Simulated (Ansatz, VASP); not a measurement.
# Two plane-wave programs on Sn

The input INCAR:

```
PREC     = Accurate       # precision mode
ENCUT    = 520            # plane-wave cutoff, eV
EDIFF    = 1E-7           # SCF threshold, eV
ISMEAR   = 0              # smearing method
SIGMA    = 0.05           # smearing width, eV
LREAL    = False          # projectors in reciprocal space
LASPH    = True           # aspherical terms in the spheres
NELM     = 150            # most SCF steps
ALGO     = Fast           # electronic algorithm
ISIF     = 2              # what is computed and relaxed
LWAVE    = False          # write WAVECAR
LCHARG   = True           # write CHGCAR
LNONCOLLINEAR= True           # non-collinear magnetism
MAGMOM   = 0 0 0          # initial moments
LORBIT   = 11             # projections on sites
LSORBIT  = True           # spin-orbit coupling
GGA_COMPAT= False        
LORBMOM  = True         
GGA      = PE             # functional
LVHAR    = True         
NBANDS   = 25             # bands
```

The input KPOINTS:

```
Automatic mesh
0
Gamma
  8 8 8
```

File POSCAR:

```
Sn
1.0
   -1.8752401733      1.8752401733      1.8752401733
    1.8752401733     -1.8752401733      1.8752401733
    1.8752401733      1.8752401733     -1.8752401733
Sn
1
Direct
    0.0000000000      0.0000000000      0.0000000000
```

Input for Ansatz:

```yaml
crystal:
  lattice:
    - [-1.8752401733, 1.8752401733, 1.8752401733]
    - [1.8752401733, -1.8752401733, 1.8752401733]
    - [1.8752401733, 1.8752401733, -1.8752401733]
  atoms:
    - { symbol: Sn, position: [0.0, 0.0, 0.0] }
basis:
  ecutwfc: 420
  ecutrho_ratio: 4
kpoints:
  mp_grid: { grid: [8, 8, 8] }
hamiltonian:
  xc: pbe
scf:
  occupations: { method: gaussian, width: 0.05 }
output:
  forces: true
  stress: true
  eigenvalues: true
  populations: true
  topological_invariants: true
magnetization:
  noncollinear: true
  spin_orbit: true
```

Alike in both runs: task single point; functional PBE; k mesh 8 × 8 × 8; occupations gaussian, width 0.05 eV; non-collinear spin, spin-orbit coupling.

```csv
,VASP,Ansatz
version,VASP 6.6.1,Ansatz 0.2.0
potentials or method,"VASP PAW PBE potentials, release 64 (Sn_d), cutoff 520 eV","plane waves, PAW"
valence electrons in the cell,14,14
```

|  | VASP | Ansatz | Ansatz less VASP |
| --- | --- | --- | --- |
| pressure (GPa) | 2.5 | 2.5 | +0.02 |
| net moment per atom (μB) | 0.00 | 0.00 | 0.000 |
